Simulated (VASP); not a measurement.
# KTaO3 (P4/mmm) in VASP: a series of runs, part 2 of 2

VASP 6.6.1.

## Step 3: Single point, PBE

This run uses another cell than the first one, of the same volume but with other edges.

The input, INCAR:

```
SYSTEM = KTaO3
  ALGO = Normal
  EDIFF = 1E-6
  ENCUT = 520
  GGA = PE
  ISIF = 2
  ISMEAR = 0
  LASPH = .TRUE.
  LCHARG = .TRUE.
  LELF = .TRUE.
  LREAL = .FALSE.
  LVHAR = .TRUE.
  LWAVE = .FALSE.
  NBANDS = 27
  NELM = 80
  PREC = Accurate
  SIGMA = 0.05
```

The input, KPOINTS:

```
k-points
0
G
  8 8 8
  0 0 0
```

The input, POSCAR:

```
KTaO3
1.0
    4.4769407550      0.0000000000      0.0000000000
    0.0000000000      4.4769407550      0.0000000000
    0.0000000000      0.0000000000      3.1651971138
K Ta O
1 1 3
Direct
    0.5000000000      0.5000000000      0.5000000000
    0.0000000000      0.0000000000      0.0000000000
    0.5000000000      0.0000000000      0.0000000000
    0.0000000000      0.5000000000      0.0000000000
    0.0000000000      0.0000000000      0.5000000000
```

Potentials or basis: VASP PAW PBE potentials, release 64 (K_sv, Ta_pv, O).

Started as:

```bash
cat potpaw_PBE.64/K_sv/POTCAR potpaw_PBE.64/Ta_pv/POTCAR potpaw_PBE.64/O/POTCAR > POTCAR
mpirun -np 1 vasp_std > vasp.out
```

OUTCAR:

```text
SYSTEM = KTaO3
   EDIFF = 1E-6
   ENCUT = 520
   GGA = PE
   ISIF = 2
   ISMEAR = 0
   LASPH = .TRUE.
   LREAL = .FALSE.
   NELM = 80
   PREC = Accurate

 ion  position               nearest neighbor table
   1  0.500  0.500  0.500-   3 2.74   4 2.74   3 2.74   4 2.74   3 2.74   3 2.74   4 2.74   4 2.74
                             2 3.54   2 3.54   2 3.54   2 3.54   2 3.54   2 3.54   2 3.54   2 3.54
   2  0.000  0.000  0.000-   5 1.58   5 1.58   3 2.24   4 2.24   4 2.24   3 2.24   1 3.54   1 3.54
                             1 3.54   1 3.54   1 3.54   1 3.54   1 3.54   1 3.54
   3  0.500  0.000  0.000-   2 2.24   2 2.24   1 2.74   1 2.74   1 2.74   1 2.74
   4  0.000  0.500  0.000-   2 2.24   2 2.24   1 2.74   1 2.74   1 2.74   1 2.74
   5  0.000  0.000  0.500-   2 1.58   2 1.58

  LATTYP: Found a simple tetragonal cell.
 ALAT       =     4.4769407550
 C/A-ratio  =     0.7070000000

  Lattice vectors:

 A1 = (   4.4769407550,   0.0000000000,   0.0000000000)
 A2 = (   0.0000000000,   4.4769407550,   0.0000000000)
 A3 = (   0.0000000000,   0.0000000000,   3.1651971138)

Analysis of symmetry for initial positions (statically):
=====================================================================
 Subroutine PRICEL returns:
 Original cell was already a primitive cell.

 Routine SETGRP: Setting up the symmetry group for a
 simple tetragonal supercell.

 Subroutine GETGRP returns: Found 16 space group operations
 (whereof 16 operations were pure point group operations)
 out of a pool of 16 trial point group operations.

The static configuration has the point symmetry D_4h.

Analysis of symmetry for dynamics (positions and initial velocities):
=====================================================================
 Subroutine PRICEL returns:
 Original cell was already a primitive cell.

 Routine SETGRP: Setting up the symmetry group for a
 simple tetragonal supercell.

 Subroutine GETGRP returns: Found 16 space group operations
 (whereof 16 operations were pure point group operations)
 out of a pool of 16 trial point group operations.

The dynamic configuration has the point symmetry D_4h.

 Subroutine INISYM returns: Found 16 space group operations
 (whereof 16 operations are pure point group operations),
 and found     1 'primitive' translations

----------------------------------------------------------------------------------------

                                     Primitive cell

  volume of cell :      63.4400

  direct lattice vectors                    reciprocal lattice vectors
     4.476940755  0.000000000  0.000000000     0.223366816  0.000000000  0.000000000
     0.000000000  4.476940755  0.000000000     0.000000000  0.223366816  0.000000000
     0.000000000  0.000000000  3.165197114     0.000000000  0.000000000  0.315936090

  length of vectors
     4.476940755  4.476940755  3.165197114     0.223366816  0.223366816  0.315936090

  position of ions in fractional coordinates (direct lattice)
     0.500000000  0.500000000  0.500000000
     0.000000000  0.000000000  0.000000000
     0.500000000  0.000000000  0.000000000
     0.000000000  0.500000000  0.000000000
     0.000000000  0.000000000  0.500000000

  ion indices of the primitive-cell ions
   primitive index   ion index
                 1           1
[... 32 lines left out ...]
            Coordinates               Weight
  0.000000  0.000000  0.000000      1.000000
  0.125000  0.000000  0.000000      4.000000
  0.250000  0.000000  0.000000      4.000000
  0.375000  0.000000  0.000000      4.000000
  0.500000  0.000000  0.000000      2.000000
  0.125000  0.125000  0.000000      4.000000
[... 16 lines left out ...]
  0.375000  0.125000  0.125000     16.000000
  0.500000  0.125000  0.125000      8.000000
 [... further k-points ...]
   k-points           NKPTS =     75   k-points in BZ     NKDIM =     75   number of bands    NBANDS=     27
   number of dos      NEDOS =    301   number of ions     NIONS =      5
   total plane-waves  NPLWV =  31104
   dimension x,y,z NGX =    36 NGY =   36 NGZ =   24
   dimension x,y,z NGXF=    72 NGYF=   72 NGZF=   48
   ions per type =               1   1   3
   NGX,Y,Z   is equivalent  to a cutoff of  13.37, 13.37, 12.61 a.u.
   NGXF,Y,Z  is equivalent  to a cutoff of  26.74, 26.74, 25.21 a.u.
 SYSTEM =  KTaO3
   PREC   = accura    normal or accurate (medium, high low for compatibility)
   ISTART =      0    job   : 0-new  1-cont  2-samecut
   ICHARG =      2    charge: 1-file 2-atom 10-const
   ISPIN  =      1    spin polarized calculation?
   LNONCOLLINEAR =      F non collinear calculations
   LSORBIT =      F    spin-orbit coupling
   LASPH  =      T    aspherical Exc in radial PAW
   ENCUT  =  520.0 eV  38.22 Ry    6.18 a.u.   8.32  8.32  5.89*2*pi/ulx,y,z
   NELM   =     80;   NELMIN=  2; NELMDL= -5     # of ELM steps
   EDIFF  = 0.1E-05   stopping-criterion for ELM
   LREAL  =      F    real-space projection
   EDIFFG = 0.1E-04   stopping-criterion for IOM
   NSW    =      0    number of steps for IOM
   IBRION =     -1    ionic relax: 0-MD 1-quasi-New 2-CG
   NFREE  =      0    steps in history (QN), initial steepest desc. (CG)
   ISIF   =      2    stress and relaxation
   ISYM   =      2    0-nonsym 1-usesym 2-fastsym
   POTIM  = 0.5000    time-step for ionic-motion
   TEBEG  =    0.0;   TEEND  =   0.0 temperature during run
   PSTRESS=    0.0 pullay stress
   NELECT =      38.0000    total number of electrons
   NUPDOWN=      -1.0000    fix difference up-down
   EMIN   =  10.00;   EMAX   =-10.00  energy-range for DOS
   EFERMI =   0.00;   METHOD = LEGACY
   ISMEAR =     0;   SIGMA  =   0.05  broadening in eV -4-tet -1-fermi 0-gaus
   EFERMI_NEDOS =   21; number of points for ismear=-14 and -15
   IALGO  =     38    algorithm
   IMIX   =      4    mixing-type and parameters
     AMIX     =   0.40;   BMIX     =  1.00
     AMIX_MAG =   1.60;   BMIX_MAG =  1.00
  volume/ion in A,a.u.               =      12.69        85.62
  Fermi-wavevector in a.u.,A,eV,Ry     =   1.380008  2.607837 25.911228  1.904422
  Thomas-Fermi vector in A             =   2.504925
   LORBIT       =      0    0 simple, 1 ext, 2 COOP (PROOUT), +10 PAW based schemes
   GGA     = PE    functional components
   LHFCALC =     F    Hartree Fock is set to
   AEXX    =    0.0000 exact exchange contribution
   IVDW    =     0    specifies the selected vdW correction
   LEPSILON=     F    determine dielectric tensor
   LRPA    =     F    only Hartree local field effects (RPA)
 non-spin polarized calculation
 Gauss-broadening in eV      SIGMA  =   0.05
  energy-cutoff  :      520.00
  volume of cell :       63.44
 maximum number of plane-waves:      1744
 NGX is ok and might be reduce to    36

 number of electron      37.9999980 magnetization

 Free energy of the ion-electron system (eV)
  ---------------------------------------------------
  ext. energy  EPLUGINS =         0.00000000
  ---------------------------------------------------
  free energy    TOTEN  =       -31.67016661 eV

  energy without entropy =      -31.67016661  energy(sigma->0) =      -31.67016661

 E-fermi :   3.1946     XC(G=0): -10.8396

 val. band max:        3.0156956415   @ k =   0.0000   0.0000   0.0000
 cond. band min:       3.3716581816   @ k =   0.0000   0.0000   0.0000
 fundamental gap:      0.3559625401
 Fermi energy:         3.1945753124

 k-point     1 :       0.0000    0.0000    0.0000
  band No.  band energies     occupation
      1     -33.9447      2.00000
      2     -32.1931      2.00000
      3     -32.1931      2.00000
      4     -25.4330      2.00000
      5     -19.6421      2.00000
      6     -14.0904      2.00000
[... 709 lines left out ...]
     26      11.3025      0.00000
     27      11.4759      0.00000

 [... further k-points ...]

------------------------ aborting loop because EDIFF is reached ----------------------------------------

  FORCE on cell =-STRESS in cart. coord.  units (eV):
  Direction    XX          YY          ZZ          XY          YZ          ZX
  --------------------------------------------------------------------------------------
  -------------------------------------------------------------------------------------
  Total       -8.9916258     -8.9916258     91.6228806      0.0000000      0.0000000      0.0000000
  in kB     -227.0833811   -227.0833811   2313.9345378      0.0000000      0.0000000      0.0000000
  external PRESSURE =     619.9225919 kB  Pullay stress =       0.0000000 kB

 VOLUME and BASIS-vectors are now :
 -----------------------------------------------------------------------------
  energy-cutoff  :      520.00
  volume of cell :       63.44
      direct lattice vectors                 reciprocal lattice vectors
     4.476940755  0.000000000  0.000000000     0.223366816  0.000000000  0.000000000
     0.000000000  4.476940755  0.000000000     0.000000000  0.223366816  0.000000000
     0.000000000  0.000000000  3.165197114     0.000000000  0.000000000  0.315936090

 POSITION                                       TOTAL-FORCE (eV/Angst)
 -----------------------------------------------------------------------------------
      2.23847      2.23847      1.58260         0.000000      0.000000      0.000000
      0.00000      0.00000      0.00000         0.000000      0.000000      0.000000
      2.23847      0.00000      0.00000         0.000000      0.000000      0.000000
      0.00000      2.23847      0.00000         0.000000      0.000000      0.000000
      0.00000      0.00000      1.58260         0.000000      0.000000      0.000000
 -----------------------------------------------------------------------------------
    total drift:                                0.000000      0.000000     -0.000000

  FREE ENERGIE OF THE ION-ELECTRON SYSTEM (eV)
  ---------------------------------------------------
  free  energy   TOTEN  =       -31.6701666127 eV

  energy  without entropy=      -31.6701666123  energy(sigma->0) =      -31.67016661
```

OSZICAR:

```text
N       E                     dE             d eps       ncg     rms          rms(c)
DAV:   1     0.335186590234E+03    0.33519E+03   -0.21077E+04  4050   0.141E+03
DAV:   2    -0.209050490563E+02   -0.35609E+03   -0.34574E+03  4745   0.410E+02
DAV:   3    -0.406940933058E+02   -0.19789E+02   -0.19690E+02  5801   0.941E+01
DAV:   4    -0.412516068793E+02   -0.55751E+00   -0.55638E+00  6377   0.106E+01
DAV:   5    -0.412558960753E+02   -0.42892E-02   -0.42884E-02  5421   0.880E-01    0.486E+01
DAV:   6    -0.321128924790E+02    0.91430E+01   -0.35996E+01  4749   0.419E+01    0.186E+01
DAV:   7    -0.318360029645E+02    0.27689E+00   -0.36975E+00  4505   0.115E+01    0.122E+01
DAV:   8    -0.316777472084E+02    0.15826E+00   -0.55516E-01  5147   0.456E+00    0.279E+00
DAV:   9    -0.316705341390E+02    0.72131E-02   -0.70456E-02  4840   0.180E+00    0.608E-01
DAV:  10    -0.316702287993E+02    0.30534E-03   -0.75673E-03  5041   0.572E-01    0.231E-01
DAV:  11    -0.316702142653E+02    0.14534E-04   -0.12468E-03  5255   0.285E-01    0.865E-02
DAV:  12    -0.316701792528E+02    0.35012E-04   -0.10788E-04  4998   0.746E-02    0.262E-02
DAV:  13    -0.316701655966E+02    0.13656E-04   -0.43579E-05  5410   0.529E-02    0.629E-03
DAV:  14    -0.316701668248E+02   -0.12282E-05   -0.31618E-06  4601   0.136E-02    0.378E-03
DAV:  15    -0.316701666127E+02    0.21210E-06   -0.31395E-07  2559   0.457E-03
   1 F= -.31670167E+02 E0= -.31670167E+02  d E =-.416158E-09
```

Run time: 94 s. Hardware: 1 thread of AMD EPYC 7R13, shared host; peak memory 0.24 GiB.

What came out:

| Property | Result |
| --- | --- |
| Free energy | -31.6702 eV |
| Pressure | 62.0 GPa |
| Band gap on the k mesh | 0.36 eV |

Stress tensor (GPa, compression positive):
```
-22.71   0.00   0.00
  0.00 -22.71   0.00
  0.00   0.00 231.39
```

Levels at points of the mesh, in eV from the valence-band top:
```csv
k point,band 17,band 18,band 19,band 20,band 21,band 22
"(0.00, 0.00, 0.00)",-1.10,-0.80,0.00,0.36,1.03,1.03
"(0.50, 0.00, 0.00)",-1.74,-1.10,-0.04,1.07,2.34,2.44
"(0.50, 0.50, 0.00)",-1.87,-1.27,-0.09,2.45,2.45,3.19
"(0.00, 0.00, 0.50)",-2.41,-1.67,-1.67,1.10,3.42,5.11
"(0.50, 0.00, 0.50)",-2.15,-1.87,-1.62,2.67,4.02,7.71
"(0.50, 0.50, 0.50)",-1.52,-1.52,-0.98,3.55,6.55,7.38
```

Caveat: the stress differs along the axes, from -23 to 231 GPa; spin-orbit coupling is left out, which moves the levels of the heavy elements.

## Step 4: Single point, PBE

This run uses another cell than the first one, of the same volume but with other edges.

The input, INCAR:

```
SYSTEM = KTaO3
PREC = Accurate
ENCUT = 520
EDIFF = 1E-6
ISMEAR = 0
SIGMA = 0.05
LREAL = .False.
LASPH = .True.
NELM = 60
ALGO = Normal
ISIF = 2
LWAVE = .False.
LCHARG = .True.
GGA = PE
LELF = .True.
LVHAR = .True.
NBANDS = 27
```

The input, KPOINTS:

```
regular mesh
0
Gamma
  8 8 8
  0 0 0
```

POSCAR, as its differences from that of step 3:

```diff
@@ -2,5 +2,5 @@
 1.0
-    4.4769407550      0.0000000000      0.0000000000
-    0.0000000000      4.4769407550      0.0000000000
-    0.0000000000      0.0000000000      3.1651971138
+    3.5533502320      0.0000000000      0.0000000000
+    0.0000000000      3.5533502320      0.0000000000
+    0.0000000000      0.0000000000      5.0244372281
 K Ta O
```

Started as:

```bash
cat potpaw_PBE.64/K_sv/POTCAR potpaw_PBE.64/Ta_pv/POTCAR potpaw_PBE.64/O/POTCAR > POTCAR
mpirun -np 1 vasp_std > vasp.out
```

Run time: 1.8 min. Hardware: 1 thread of AMD EPYC 7R13, shared host; peak memory 0.23 GiB.

The run converged. Its results:

```yaml
Free_energy: -35.7929 eV
Pressure: 48.9 GPa
Band_gap_on_the_k_mesh: 1.12 eV
```

Stress tensor (GPa, compression positive):
```
 86.99   0.00   0.00
  0.00  86.99   0.00
  0.00   0.00 -27.14
```

Levels at points of the mesh, in eV from the valence-band top:
| k point | band 16 | band 17 | band 18 | band 19 | band 20 | band 21 | band 22 | band 23 |
| --- | --- | --- | --- | --- | --- | --- | --- | --- |
| (0.00, 0.00, 0.00) | -1.81 | -1.18 | 0.00 | 0.00 | 1.12 | 1.12 | 1.37 | 1.52 |
| (0.50, 0.00, 0.00) | -2.11 | -1.35 | -1.33 | -0.70 | 1.38 | 2.27 | 5.75 | 5.83 |
| (0.50, 0.50, 0.00) | -1.58 | -1.37 | -0.24 | -0.24 | 2.77 | 5.79 | 5.79 | 8.06 |
| (0.00, 0.00, 0.50) | -1.80 | -1.80 | -0.54 | -0.54 | 1.39 | 2.05 | 2.05 | 5.23 |
| (0.50, 0.00, 0.50) | -3.44 | -2.06 | -1.18 | -0.95 | 2.13 | 5.50 | 5.82 | 5.89 |
| (0.50, 0.50, 0.50) | -3.14 | -1.37 | -0.03 | -0.03 | 6.10 | 6.10 | 6.10 | 6.89 |

Caveat: the stress differs along the axes, from -27 to 87 GPa; spin-orbit coupling is left out, which moves the levels of the heavy elements. A k mesh can miss the band edges.

## Step 5: The runs side by side

```csv
cell,gap on the mesh (eV),pressure (GPa)
"a = 4.604, b = 4.604, c = 2.993 Å, 5 atoms",none,89.6
"a = 4.477, b = 4.477, c = 3.165 Å, 5 atoms",0.36,62.0
"a = 3.553, b = 3.553, c = 5.024 Å, 5 atoms",1.12,48.9
```

Alike in all rows: task single point; level PBE; potentials or basis VASP PAW PBE potentials, release 64 (K_sv, Ta_pv, O); no spin polarisation; k mesh 8 × 8 × 8; cutoff (eV) 520; smearing gaussian 0.05 eV.

Caveats: spin-orbit coupling is left out, which moves the levels of the heavy elements; atoms lie so close that the PAW spheres overlap strongly, which falsifies energies and pressures (at least some runs); the stress differs along the axes, from -28 to 324 GPa (at least some runs); the stress differs along the axes, from -23 to 231 GPa (at least some runs); the stress differs along the axes, from -27 to 87 GPa (at least some runs).

Absolute energies hang on the potentials; compare differences alone.

The gap in the log of VASP goes by the Fermi energy; the results here count the filled bands.